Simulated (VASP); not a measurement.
MgCd3Se4:

```
CELL_PARAMETERS angstrom
4.31332 0.00000 0.00000
-2.15666 3.73545 0.00000
0.00000 0.00000 12.33885
ATOMIC_POSITIONS crystal
Mg 0.00000 0.00000 0.00000
Cd 0.00000 0.00000 0.50000
Cd 0.00000 0.00000 0.25526
Cd 0.00000 0.00000 0.74474
Se 0.33333 0.66667 0.87735
Se 0.33333 0.66667 0.37410
Se 0.66667 0.33333 0.12265
Se 0.66667 0.33333 0.62590
```

The cell was built from a structure type or drawn by symmetry, and may not be a known phase.

| Item | Value |
| --- | --- |
| Program | VASP 6.6.1 |
| Task | relaxation of cell and atoms |
| Functional | PBE |
| Potentials or basis | VASP PAW PBE potentials, release 64 (Mg, Cd, Se) |
| Cutoff | 600 eV |
| k mesh | 3 × 3 × 1 |
| Occupations | gaussian, width 0.15 eV |
| Spin | no spin polarisation |

At the start: pressure -1.9 GPa; volume 24.85 Å³/atom.

Task: How do energy, volume and symmetry change on relaxing?

Result: Over 8 steps the energy falls by 39.5 meV/atom and the volume is 23.71 Å³/atom (-4.6 %); space group P-3m1 (No. 164, to 0.1 Å) before and after.

Step by step:
| step | energy change (eV) | largest force (eV/Å) | pressure (GPa) | volume (Å³) |
| --- | --- | --- | --- | --- |
| 1 | 0.0000 | 0.3848 | -1.85 | 198.81 |
| 2 | -0.1496 | 0.3559 | 0.24 | 190.58 |
| 3 | -0.1838 | 0.3542 | 1.64 | 184.82 |
| 4 | -0.2910 | 0.1937 | 0.59 | 187.13 |
| 5 | -0.3036 | 0.1247 | 0.22 | 188.17 |
| 6 | -0.3097 | 0.1040 | -0.10 | 189.23 |
| 7 | -0.3118 | 0.0841 | -0.44 | 190.42 |
| 8 | -0.3158 | 0.0643 | -0.26 | 189.71 |

Final structure:
```
CELL_PARAMETERS angstrom
4.09914 0.00000 0.00000
-2.04957 3.54996 0.00000
0.00000 0.00000 13.03714
ATOMIC_POSITIONS crystal
Mg 0.00000 0.00000 0.00000
Cd 0.00000 0.00000 0.50000
Cd 0.00000 0.00000 0.24733
Cd 0.00000 0.00000 0.75267
Se 0.33333 0.66667 0.88257
Se 0.33333 0.66667 0.37338
Se 0.66667 0.33333 0.11743
Se 0.66667 0.33333 0.62662
```

Caveat: the k points lie up to 0.59 Å⁻¹ apart in the final cell; the relaxation stopped at a loose force limit of 0.08 eV/Å, so its end isn't a converged minimum.
